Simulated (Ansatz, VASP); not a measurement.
**One calculation of Rb2Ge, two programs**

```xyz
6
Lattice="5.4137 3.1256 4.1890 -5.4137 3.1256 4.1890 0.0000 -6.2512 4.1890" Properties=species:S:1:pos:R:3 pbc="T T T"
Rb   -3.0218    1.7446    2.4000
Rb    0.0000   -3.4893    2.4000
Rb    3.0218    1.7446    2.4000
Rb    0.0000    0.0000    6.4146
Ge    0.0000    0.0000    2.8432
Ge    0.0000    0.0000    0.5787
```

Alike in both runs: functional PBE; k mesh 6 × 6 × 6; occupations gaussian, width 0.01 eV; no spin polarisation.

Ansatz relaxed the structure, and its values are those at the end. VASP's run is a single point on that final structure, the one shown.

```csv
,VASP,Ansatz
version,VASP 6.6.1,Ansatz 0.2.0
potentials or method,"VASP PAW PBE potentials, release 64 (Rb_sv, Ge_d), cutoff 500 eV","scalar-relativistic, plane waves, PAW"
valence electrons in the cell,64,64
```

```csv
,VASP,Ansatz,Ansatz less VASP
gap on the k mesh at the Fermi level (eV),none,none,-
pressure (GPa),0.0,0.0,0.00
```

A gap of «none» marks a metal or a gap that the smearing closes. With one functional, cell and mesh, what is left measures potentials, basis and numerics.
